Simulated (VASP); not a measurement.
# BN: single point with PBEsol

BN:

```xyz
4
Lattice="2.4843 0.0000 0.0000 -1.2421 2.1514 0.0000 0.0000 0.0000 5.5861" Properties=species:S:1:pos:R:3 pbc="T T T"
B     0.0000    1.4343    1.3965
B     1.2421    0.7171    4.1895
N     0.0000    1.4343    4.1895
N     1.2421    0.7171    1.3965
```

| Quantity | Value |
| --- | --- |
| Program | VASP 6.6.1 |
| Task | single point |
| Functional | PBEsol |
| Potentials or basis | VASP PAW PBE potentials, release 64 (B, N) |
| Cutoff | 520 eV |
| k mesh | 12 × 12 × 4 |
| Occupations | gaussian, width 0.02 eV |
| Spin | no spin polarisation |
| Dipole correction | no |
| Further INCAR settings | ALGO = Normal; EDIFF = 1e-06; NBANDS = 16 |

```
Pressure               : 12.3 GPa
Band gap on the k mesh : 3.91 eV, indirect (least direct gap 4.24 eV)
```

Stress tensor (GPa, compression positive):
```
12.62  0.00  0.00
 0.00 12.62  0.00
 0.00  0.00 11.78
```

Levels at points of the mesh, in eV from the valence-band top:
```tsv
k point	band 5	band 6	band 7	band 8	band 9	band 10	band 11	band 12
(0.00, 0.00, 0.00)	-1.49	-1.49	-1.31	-1.31	6.52	11.36	11.36	11.81
(0.50, 0.00, 0.00)	-4.43	-4.15	-2.47	-0.26	3.99	6.63	9.64	9.87
(0.00, 0.00, 0.50)	-1.40	-1.40	-1.40	-1.40	9.83	9.83	11.57	11.57
(0.50, 0.00, 0.50)	-4.29	-4.29	-1.14	-1.14	4.50	4.50	10.04	10.04
```

Wall time 10 s on 1 thread of Intel(R) Xeon(R) 6975P-C (Granite Rapids) (shared host), peak memory 0.14 GiB.

Caveat: the PAW data sets were made with another functional, which shifts forces and pressure a little. A k mesh can miss the band edges.
